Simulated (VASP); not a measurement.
# AgHgF3 (Pm-3m) in VASP: electric field gradients with PBE

Aim: the electric field gradients of AgHgF3 with PBE.

All numbers are computed with VASP 6.6.1; they aren't measurements. Logs are shortened: lines on timing, memory, paths and dates and some standing lists are left out, and cuts for length are marked.

### Step 1. The cell of the first run

The structure is cubic, space group Pm-3m (No. 221). The conventional cell has a = 4.534 Å, b = 4.534 Å, c = 4.534 Å, α = 90.00°, β = 90.00°, γ = 90.00°. Ag (site symmetry m-3m) has 12 F at 3.21 Å and 8 Hg at 3.93 Å within 4.2 Å. Hg (site symmetry m-3m) has 6 F at 2.27 Å within 3.0 Å. F (site symmetry 4/mmm) has 2 Hg at 2.27 Å within 3.0 Å.

### Step 2. Electric field gradients, PBE

File INCAR:

```
PREC = Accurate ; ENCUT = 520
EDIFF = 1E-8 ; ISMEAR = -1
SIGMA = 0.15 ; LREAL = F
LASPH = T ; NELM = 80
ALGO = Normal ; ISIF = 2
LWAVE = F ; LCHARG = F
GGA = PE ; LEFG = T
NBANDS = 30
```

File KPOINTS:

```
regular mesh
0
Gamma
  8 8 8
```

File POSCAR:

```
AgHgF3
1.0
    4.5341210727      0.0000000000      0.0000000000
    0.0000000000      4.5341210727      0.0000000000
    0.0000000000      0.0000000000      4.5341210727
Ag Hg F
1 1 3
Direct
    0.0000000000      0.0000000000      0.0000000000
    0.5000000000      0.5000000000      0.5000000000
    0.5000000000      0.5000000000      0.0000000000
    0.0000000000      0.5000000000      0.5000000000
    0.5000000000      0.0000000000      0.5000000000
```

Potentials or basis: VASP PAW PBE potentials, release 64 (Ag, Hg, F).

Started as:

```console
$ cat potpaw_PBE.64/Ag/POTCAR potpaw_PBE.64/Hg/POTCAR potpaw_PBE.64/F/POTCAR > POTCAR
$ mpirun -np 1 vasp_std > vasp.out
```

OUTCAR:

```text
PREC = Accurate
   ENCUT = 520
   EDIFF = 1E-8
   ISMEAR = -1
   LREAL = F
   LASPH = T
   NELM = 80
   ISIF = 2
   GGA = PE

 ion  position               nearest neighbor table
   1  0.000  0.000  0.000-
   2  0.500  0.500  0.500-   3 2.27   4 2.27   5 2.27   3 2.27   5 2.27   4 2.27
   3  0.500  0.500  0.000-   2 2.27   2 2.27
   4  0.000  0.500  0.500-   2 2.27   2 2.27
   5  0.500  0.000  0.500-   2 2.27   2 2.27

  LATTYP: Found a simple cubic cell.
 ALAT       =     4.5341210727

  Lattice vectors:

 A1 = (   4.5341210727,   0.0000000000,   0.0000000000)
 A2 = (   0.0000000000,   4.5341210727,   0.0000000000)
 A3 = (   0.0000000000,   0.0000000000,   4.5341210727)

Analysis of symmetry for initial positions (statically):
=====================================================================
 Subroutine PRICEL returns:
 Original cell was already a primitive cell.

 Routine SETGRP: Setting up the symmetry group for a
 simple cubic supercell.

 Subroutine GETGRP returns: Found 48 space group operations
 (whereof 48 operations were pure point group operations)
 out of a pool of 48 trial point group operations.

The static configuration has the point symmetry O_h .

Analysis of symmetry for dynamics (positions and initial velocities):
=====================================================================
 Subroutine PRICEL returns:
 Original cell was already a primitive cell.

 Routine SETGRP: Setting up the symmetry group for a
 simple cubic supercell.

 Subroutine GETGRP returns: Found 48 space group operations
 (whereof 48 operations were pure point group operations)
 out of a pool of 48 trial point group operations.

The dynamic configuration has the point symmetry O_h .

 Subroutine INISYM returns: Found 48 space group operations
 (whereof 48 operations are pure point group operations),
 and found     1 'primitive' translations

----------------------------------------------------------------------------------------

                                     Primitive cell

[... 138 lines left out ...]
  ext. energy  EPLUGINS =         0.00000000
  ---------------------------------------------------
  free energy    TOTEN  =       -13.48007160 eV

  energy without entropy =      -13.44419659  energy(sigma->0) =      -13.46213410

 E-fermi :   0.0588     XC(G=0):  -9.0102

 val. band max:       -0.1249407290   @ k =   0.5000   0.5000   0.5000
 cond. band min:       0.0833483161   @ k =   0.1250   0.1250   0.0000
 fundamental gap:      0.2082890451
 Fermi energy:         0.0587898811

 k-point     1 :       0.0000    0.0000    0.0000
  band No.  band energies     occupation
      1     -21.7877      2.00000
      2     -21.5407      2.00000
      3     -21.5407      2.00000
      4      -4.5375      2.00000
      5      -4.5375      2.00000
      6      -4.5375      2.00000
[... 781 lines left out ...]
     29      10.8799      0.00000
     30      10.9551      0.00000

 [... further k-points ...]
[... 5 lines left out ...]
  --------------------------------------------------------------------------------------
  -------------------------------------------------------------------------------------
  Total        0.1500847      0.1500847      0.1500847     -0.0000000      0.0000000     -0.0000000
  in kB        2.5796908      2.5796908      2.5796908     -0.0000000      0.0000000     -0.0000000
  external PRESSURE =       2.5796908 kB  Pullay stress =       0.0000000 kB

 VOLUME and BASIS-vectors are now :
 -----------------------------------------------------------------------------
  energy-cutoff  :      520.00
  volume of cell :       93.21
      direct lattice vectors                 reciprocal lattice vectors
     4.534121073  0.000000000  0.000000000     0.220549911  0.000000000  0.000000000
     0.000000000  4.534121073  0.000000000     0.000000000  0.220549911  0.000000000
     0.000000000  0.000000000  4.534121073     0.000000000  0.000000000  0.220549911

 POSITION                                       TOTAL-FORCE (eV/Angst)
 -----------------------------------------------------------------------------------
      0.00000      0.00000      0.00000         0.000000      0.000000      0.000000
      2.26706      2.26706      2.26706         0.000000      0.000000      0.000000
      2.26706      2.26706      0.00000         0.000000      0.000000      0.000000
      0.00000      2.26706      2.26706         0.000000      0.000000      0.000000
      2.26706      0.00000      2.26706         0.000000      0.000000      0.000000
 -----------------------------------------------------------------------------------
    total drift:                                0.000000      0.000000      0.000000

  FREE ENERGIE OF THE ION-ELECTRON SYSTEM (eV)
  ---------------------------------------------------
  free  energy   TOTEN  =       -13.4800715971 eV

  energy  without entropy=      -13.4441965942  energy(sigma->0) =      -13.46213410

 Electric field gradients (V/A^2)
---------------------------------------------------------------------
 ion       V_xx      V_yy      V_zz      V_xy      V_xz      V_yz
---------------------------------------------------------------------
   1       0.000     0.000     0.000    -0.000     0.000    -0.000
   2      -0.000    -0.000     0.000     0.000     0.000     0.000
   3     -56.313   -56.313   112.627    -0.000     0.000     0.000
   4     112.627   -56.313   -56.313    -0.000    -0.000    -0.000
   5     -56.313   112.627   -56.313    -0.000    -0.000    -0.000
---------------------------------------------------------------------

 Electric field gradients after diagonalization (V/A^2)
 (convention: |V_zz| > |V_xx| > |V_yy|)
----------------------------------------------------------------------
 ion       V_xx      V_yy      V_zz     asymmetry (V_yy - V_xx)/ V_zz
----------------------------------------------------------------------
   1       0.000     0.000     0.000      -0.051
   2      -0.000    -0.000     0.000       0.403
   3     -56.313   -56.313   112.627       0.000
   4     -56.313   -56.313   112.627       0.000
   5     -56.313   -56.313   112.627       0.000
----------------------------------------------------------------------

           NMR quadrupolar parameters

 Cq : quadrupolar parameter    Cq=e*Q*V_zz/h
 eta: asymmetry parameters     (V_yy - V_xx)/ V_zz
 Q  : nuclear electric quadrupole moment in mb (millibarn)
----------------------------------------------------------------------
 ion       Cq(MHz)       eta       Q (mb)
----------------------------------------------------------------------
   1       0.000      -0.051       1.000
   2       0.000       0.403       1.000
   3       0.272       0.000       1.000
   4       0.272       0.000       1.000
   5       0.272       0.000       1.000
----------------------------------------------------------------------
```

OSZICAR:

```text
N       E                     dE             d eps       ncg     rms          rms(c)
DAV:   1     0.351926679255E+03    0.35193E+03   -0.23256E+04  2116   0.139E+03
DAV:   2     0.432189458105E+01   -0.34760E+03   -0.33070E+03  2398   0.355E+02
DAV:   3    -0.165906556463E+02   -0.20913E+02   -0.20771E+02  2382   0.917E+01
DAV:   4    -0.167403377656E+02   -0.14968E+00   -0.14966E+00  2130   0.834E+00
DAV:   5    -0.167412436125E+02   -0.90585E-03   -0.90584E-03  2310   0.634E-01    0.146E+01
DAV:   6    -0.136323610445E+02    0.31089E+01   -0.10350E+01  2628   0.303E+01    0.102E+01
DAV:   7    -0.135456093724E+02    0.86752E-01   -0.83746E-01  2100   0.817E+00    0.653E+00
DAV:   8    -0.134861053890E+02    0.59504E-01   -0.24365E-01  2238   0.413E+00    0.844E-01
DAV:   9    -0.134795363331E+02    0.65691E-02   -0.38941E-02  2304   0.158E+00    0.226E-01
DAV:  10    -0.134797890245E+02   -0.25269E-03   -0.13985E-03  2100   0.451E-01    0.128E-01
DAV:  11    -0.134800287475E+02   -0.23972E-03   -0.17567E-04  2154   0.116E-01    0.524E-02
DAV:  12    -0.134800697323E+02   -0.40985E-04   -0.51242E-05  2154   0.613E-02    0.706E-03
DAV:  13    -0.134800715878E+02   -0.18555E-05   -0.19290E-06  2298   0.123E-02    0.456E-03
DAV:  14    -0.134800715978E+02   -0.99735E-08   -0.46725E-07  2148   0.471E-03    0.706E-04
DAV:  15    -0.134800715971E+02    0.63665E-09   -0.19086E-08  1904   0.118E-03
   1 F= -.13480072E+02 E0= -.13462134E+02  d E =-.358750E-01
```

It took 98 s on 1 thread of Oxide Virtual Turin-like, shared host; peak memory 0.23 GiB.

What came out:

| Property | Result |
| --- | --- |
| Free energy | -13.4801 eV |
| Pressure | 0.3 GPa |
| Band gap on the k mesh | zero (band 22 reaches -0.12 eV, above the bottom of band 23 at -0.49 eV) |

Levels at points of the mesh, in eV from the Fermi level:
```csv
k point,band 19,band 20,band 21,band 22,band 23,band 24,band 25,band 26
"(0.00, 0.00, 0.00)",-2.55,-2.44,-2.44,-2.44,-0.55,2.74,8.23,8.23
"(0.50, 0.00, 0.00)",-2.26,-2.12,-2.07,-2.07,2.00,2.73,6.50,8.56
"(0.50, 0.50, 0.00)",-2.13,-1.94,-1.94,-0.18,2.60,4.43,5.40,5.40
"(0.50, 0.50, 0.50)",-2.38,-2.38,-0.18,-0.18,2.33,5.56,6.99,6.99
```

Electric field gradients, principal values (V/Å²):
```tsv
atom	least	middle	greatest (by size)
1 Ag	0.000	0.000	0.000
2 Hg	0.000	0.000	0.000
3 F	-56.313	-56.313	112.627
4 F	-56.313	-56.313	112.627
5 F	-56.313	-56.313	112.627
```

Caveat: without QUAD_EFG the Cq values of the log hold for a quadrupole moment of 1 mb, not for the nuclei; spin-orbit coupling is left out, which moves the levels of the heavy elements.
